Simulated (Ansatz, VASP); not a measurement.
## Two plane-wave programs on AlRu

```xyz
2
Lattice="2.9916 0.0000 -0.0897 0.0000 2.9916 0.0000 -0.0897 0.0000 2.9916" Properties=species:S:1:pos:R:3 pbc="T T T"
Al    0.0000    0.0000    0.0000
Ru    1.4509    1.4958    1.4509
```

Change from the starting cell: strain -0.0600 x Voigt [0, 0, 0, 0, 1, 0], atoms carried along.

Alike in both runs: task single point; functional PBEsol; k mesh 16 × 16 × 16; occupations gaussian, width 0.15 eV; no spin polarisation.

```csv
,VASP,Ansatz
version,VASP 6.6.1,Ansatz 0.2.0
potentials or method,"VASP PAW PBE potentials, release 64 (Al, Ru_pv), cutoff 520 eV","scalar-relativistic, plane waves, PAW"
valence electrons in the cell,17,19
```

|  | VASP | Ansatz | Ansatz less VASP |
| --- | --- | --- | --- |
| gap on the k mesh at the Fermi level (eV) | none | none | - |
| pressure (GPa) | -2.5 | -2.5 | +0.02 |
| traceless stress, the component that is largest in VASP (GPa) | 7.75 | 7.72 | -0.030 |

VASP's potentials were made for PBE, not for PBEsol. A gap of «none» marks a metal or a gap that the smearing closes. VASP's potentials hold 17 valence electrons a cell and Ansatz's 19, so a difference there can come from the potentials and not from the codes.
